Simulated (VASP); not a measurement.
# SbPt (P-3m1) in VASP: single point with PBEsol

Aim: the single point of SbPt with PBEsol.

Program: VASP 6.6.1. These are calculated values, not measurements. Logs are shortened: lines on timing, memory, paths and dates and some standing lists are left out, and cuts for length are marked.

## Step 1: The cell of the first run

It takes space group P-3m1 (No. 164, trigonal). The conventional cell has a = 3.776 Å, b = 3.776 Å, c = 16.699 Å, α = 90.00°, β = 90.00°, γ = 120.00°. Pt (site symmetry 3m) has 6 Sb at 2.73 Å within 3.6 Å. Within 3.8 Å of Pt (site symmetry 3m) lie 6 Sb at 2.77 Å and 6 Pt at 3.78 Å. Within 3.6 Å of Pt (site symmetry -3m) lie 6 Sb at 2.73 Å. Within 3.6 Å of Sb (site symmetry 3m) lie 6 Pt at 2.73 to 2.77 Å and 1 Sb at 3.42 Å. Within 3.8 Å of Sb (site symmetry -3m) lie 6 Pt at 2.77 Å and 8 Sb at 3.42 to 3.78 Å. Within 3.6 Å of Sb (site symmetry 3m) lie 6 Pt at 2.73 Å.

## Step 2: Single point, PBEsol

Contents of INCAR:

```
PREC = Accurate ; ENCUT = 520
EDIFF = 1E-6 ; ISMEAR = 0
SIGMA = 0.1 ; LREAL = F
LASPH = T ; NELM = 60
ALGO = Normal ; ISIF = 2
LWAVE = F ; LCHARG = F
GGA = PS ; NBANDS = 48
```

Contents of KPOINTS:

```
Automatic mesh
0
Gamma
  12 12 3
```

Contents of POSCAR:

```
SbPt
1.0
    3.7763850305      0.0000000000      0.0000000000
   -1.8881925152      3.2704453709      0.0000000000
    0.0000000000      0.0000000000     16.6994662732
Pt Sb
5 5
Direct
    0.0000000000      0.0000000000     -0.0029354410
    0.3333333333      0.6666666667      0.1975698657
    0.0000000000      0.0000000000      0.4024301343
    0.3333333333      0.6666666667      0.6029354410
    0.6666666667      0.3333333333      0.8000000000
    0.6666666667      0.3333333333      0.0953255350
    0.6666666667      0.3333333333      0.3000000000
    0.6666666667      0.3333333333      0.5046744650
    0.0000000000      0.0000000000      0.7016303258
    0.3333333333      0.6666666667      0.8983696742
```

Potentials or basis: VASP PAW PBE potentials, release 64 (Pt, Sb).

The run is started by

```console
> cat potpaw_PBE.64/Pt/POTCAR potpaw_PBE.64/Sb/POTCAR > POTCAR
> mpirun -np 1 vasp_std > vasp.out
```

OUTCAR:

```text
PREC = Accurate
   ENCUT = 520
   EDIFF = 1E-6
   ISMEAR = 0
   LREAL = F
   LASPH = T
   NELM = 60
   ISIF = 2
   GGA = PS

 ion  position               nearest neighbor table
   1  0.000  0.000  0.997-   6 2.73   6 2.73   6 2.73  10 2.73  10 2.73  10 2.73
   2  0.333  0.667  0.198-   6 2.77   6 2.77   6 2.77   7 2.77   7 2.77   7 2.77
   3  0.000  0.000  0.402-   8 2.77   8 2.77   8 2.77   7 2.77   7 2.77   7 2.77
   4  0.333  0.667  0.603-   8 2.73   8 2.73   8 2.73   9 2.73   9 2.73   9 2.73
   5  0.667  0.333  0.800-   9 2.73  10 2.73  10 2.73   9 2.73   9 2.73  10 2.73
   6  0.667  0.333  0.095-   1 2.73   1 2.73   1 2.73   2 2.77   2 2.77   2 2.77   7 3.42
   7  0.667  0.333  0.300-   3 2.77   2 2.77   2 2.77   3 2.77   3 2.77   2 2.77   6 3.42   8 3.42

   8  0.667  0.333  0.505-   4 2.73   4 2.73   4 2.73   3 2.77   3 2.77   3 2.77   7 3.42
   9  0.000  0.000  0.702-   5 2.73   5 2.73   5 2.73   4 2.73   4 2.73   4 2.73
  10  0.333  0.667  0.898-   5 2.73   5 2.73   5 2.73   1 2.73   1 2.73   1 2.73

  LATTYP: Found a hexagonal cell.
 ALAT       =     3.7763850305
 C/A-ratio  =     4.4220772348

  Lattice vectors:

 A1 = (   3.7763850305,   0.0000000000,   0.0000000000)
 A2 = (  -1.8881925152,   3.2704453709,   0.0000000000)
 A3 = (   0.0000000000,   0.0000000000,  16.6994662732)

Analysis of symmetry for initial positions (statically):
=====================================================================
 Subroutine PRICEL returns:
 Original cell was already a primitive cell.

 Routine SETGRP: Setting up the symmetry group for a
 hexagonal supercell.

 Subroutine GETGRP returns: Found 12 space group operations
 (whereof  6 operations were pure point group operations)
 out of a pool of 24 trial point group operations.

The static configuration has the point symmetry C_3v.
 The point group associated with its full space group is D_3d.

Analysis of symmetry for dynamics (positions and initial velocities):
=====================================================================
 Subroutine PRICEL returns:
 Original cell was already a primitive cell.

 Routine SETGRP: Setting up the symmetry group for a
 hexagonal supercell.

 Subroutine GETGRP returns: Found 12 space group operations
 (whereof  6 operations were pure point group operations)
 out of a pool of 24 trial point group operations.

[... 122 lines left out ...]
   NFREE  =      0    steps in history (QN), initial steepest desc. (CG)
   ISIF   =      2    stress and relaxation
   ISYM   =      2    0-nonsym 1-usesym 2-fastsym
   POTIM  = 0.5000    time-step for ionic-motion
   TEBEG  =    0.0;   TEEND  =   0.0 temperature during run
   PSTRESS=    0.0 pullay stress
   NELECT =      75.0000    total number of electrons
   NUPDOWN=      -1.0000    fix difference up-down
   EMIN   =  10.00;   EMAX   =-10.00  energy-range for DOS
   EFERMI =   0.00;   METHOD = LEGACY
   ISMEAR =     0;   SIGMA  =   0.10  broadening in eV -4-tet -1-fermi 0-gaus
   EFERMI_NEDOS =   21; number of points for ismear=-14 and -15
   IALGO  =     38    algorithm
   IMIX   =      4    mixing-type and parameters
     AMIX     =   0.40;   BMIX     =  1.00
     AMIX_MAG =   1.60;   BMIX_MAG =  1.00
  volume/ion in A,a.u.               =      20.62       139.18
  Fermi-wavevector in a.u.,A,eV,Ry     =   1.168512  2.208168 18.577684  1.365421
  Thomas-Fermi vector in A             =   2.304998
   LORBIT       =      0    0 simple, 1 ext, 2 COOP (PROOUT), +10 PAW based schemes
   GGA     = PS    functional components
   LHFCALC =     F    Hartree Fock is set to
   AEXX    =    0.0000 exact exchange contribution
   IVDW    =     0    specifies the selected vdW correction
   LEPSILON=     F    determine dielectric tensor
   LRPA    =     F    only Hartree local field effects (RPA)
 non-spin polarized calculation
 Gauss-broadening in eV      SIGMA  =   0.10
  energy-cutoff  :      520.00
  volume of cell :      206.25
 maximum number of plane-waves:      5601
   NGX = 13   NGY = 13   NGZ = 63

 number of electron      74.9999999 magnetization

 Free energy of the ion-electron system (eV)
  ---------------------------------------------------
  ext. energy  EPLUGINS =         0.00000000
  ---------------------------------------------------
  free energy    TOTEN  =       -59.78217167 eV

  energy without entropy =      -59.75277424  energy(sigma->0) =      -59.76747296

 E-fermi :   9.3699     XC(G=0): -11.5457

 val. band max:        9.3689718437   @ k =   0.4167   0.0000   0.3333
 cond. band min:       9.3802633036   @ k =   0.0000   0.4167   0.3333
 fundamental gap:      0.0112914599
 Fermi energy:         9.3698548019

 k-point     1 :       0.0000    0.0000    0.0000
  band No.  band energies     occupation
      1      -3.1395      2.00000
      2      -2.5872      2.00000
      3      -2.5647      2.00000
      4      -1.1230      2.00000
      5      -1.0997      2.00000
      6       2.6259      2.00000
[... 1213 lines left out ...]
     47      14.3570      0.00000
     48      15.1783      0.00000

 [... further k-points ...]

------------------------ aborting loop because EDIFF is reached ----------------------------------------

  FORCE on cell =-STRESS in cart. coord.  units (eV):
  Direction    XX          YY          ZZ          XY          YZ          ZX
  --------------------------------------------------------------------------------------
  -------------------------------------------------------------------------------------
  Total       -0.2292617     -0.2292617     -0.2439125     -0.0000000      0.0000000     -0.0000000
  in kB       -1.7809686     -1.7809686     -1.8947801     -0.0000000      0.0000000     -0.0000000
  external PRESSURE =      -1.8189057 kB  Pullay stress =       0.0000000 kB

 VOLUME and BASIS-vectors are now :
 -----------------------------------------------------------------------------
  energy-cutoff  :      520.00
  volume of cell :      206.25
      direct lattice vectors                 reciprocal lattice vectors
     3.776385031  0.000000000  0.000000000     0.264803507  0.152884376  0.000000000
    -1.888192515  3.270445371  0.000000000     0.000000000  0.305768752  0.000000000
     0.000000000  0.000000000 16.699466273     0.000000000  0.000000000  0.059882153

 POSITION                                       TOTAL-FORCE (eV/Angst)
 -----------------------------------------------------------------------------------
      0.00000      0.00000     16.65045         0.000000      0.000000     -0.002971
     -0.00000      2.18030      3.29931         0.000000      0.000000      0.001493
      0.00000      0.00000      6.72037        -0.000000     -0.000000     -0.001493
     -0.00000      2.18030     10.06870        -0.000000      0.000000      0.002971
      1.88819      1.09015     13.35957        -0.000000      0.000000      0.000000
      1.88819      1.09015      1.59189         0.000000      0.000000     -0.007406
      1.88819      1.09015      5.00984         0.000000     -0.000000      0.000000
      1.88819      1.09015      8.42779        -0.000000     -0.000000      0.007406
      0.00000      0.00000     11.71685        -0.000000      0.000000     -0.003509
     -0.00000      2.18030     15.00229         0.000000     -0.000000      0.003509
 -----------------------------------------------------------------------------------
    total drift:                               -0.000000      0.000000     -0.000014

  FREE ENERGIE OF THE ION-ELECTRON SYSTEM (eV)
  ---------------------------------------------------
  free  energy   TOTEN  =       -59.7821716690 eV

  energy  without entropy=      -59.7527742444  energy(sigma->0) =      -59.76747296
```

OSZICAR:

```text
N       E                     dE             d eps       ncg     rms          rms(c)
DAV:   1     0.466691529906E+03    0.46669E+03   -0.31099E+04  4800   0.137E+03
DAV:   2    -0.324750318762E+02   -0.49917E+03   -0.47475E+03  5480   0.265E+02
DAV:   3    -0.604520702434E+02   -0.27977E+02   -0.26448E+02  5840   0.626E+01
DAV:   4    -0.610493101765E+02   -0.59724E+00   -0.59524E+00  5408   0.981E+00
DAV:   5    -0.610622140775E+02   -0.12904E-01   -0.12900E-01  5640   0.149E+00    0.171E+01
DAV:   6    -0.600671165180E+02    0.99510E+00   -0.54465E+00  5432   0.118E+01    0.811E+00
DAV:   7    -0.605542163120E+02   -0.48710E+00   -0.42691E+00  5736   0.139E+01    0.632E+00
DAV:   8    -0.599487776523E+02    0.60544E+00   -0.51689E+00  6560   0.135E+01    0.313E+00
DAV:   9    -0.597787638024E+02    0.17001E+00   -0.69741E-01  5720   0.496E+00    0.471E-01
DAV:  10    -0.597830222091E+02   -0.42584E-02   -0.64710E-02  5216   0.114E+00    0.247E-01
DAV:  11    -0.597823405378E+02    0.68167E-03   -0.22865E-03  5480   0.262E-01    0.142E-01
DAV:  12    -0.597821809155E+02    0.15962E-03   -0.92674E-04  5256   0.144E-01    0.542E-02
DAV:  13    -0.597821737488E+02    0.71667E-05   -0.89536E-05  5632   0.699E-02    0.265E-02
DAV:  14    -0.597821736847E+02    0.64065E-07   -0.12188E-05  5544   0.301E-02    0.134E-02
DAV:  15    -0.597821718282E+02    0.18565E-05   -0.37217E-06  4312   0.156E-02    0.352E-03
DAV:  16    -0.597821716690E+02    0.15921E-06   -0.93038E-07  2816   0.488E-03
   1 F= -.59782172E+02 E0= -.59767473E+02  d E =-.293974E-01
```

Wall time 19 min (1 thread of Intel Xeon 8259CL, shared host); peak memory 0.56 GiB.

What came out:

| Quantity | Value |
| --- | --- |
| Free energy | -59.7822 eV |
| Pressure | -0.2 GPa |
| Largest force | 0.007 eV/Å |
| Band gap on the k mesh | zero (an odd number of electrons rules out a gap without spin polarisation) |

Forces in eV/Å, atoms in the order of the input:
```
Pt   0.000  0.000 -0.003
Pt   0.000  0.000  0.001
Pt   0.000  0.000 -0.001
Pt   0.000  0.000  0.003
Pt   0.000  0.000  0.000
Sb   0.000  0.000 -0.007
Sb   0.000  0.000  0.000
Sb   0.000  0.000  0.007
Sb   0.000  0.000 -0.004
Sb   0.000  0.000  0.004
```

Caveat: the PAW data sets were made with another functional, which shifts forces and pressure a little; spin-orbit coupling is left out, which moves the levels of the heavy elements.
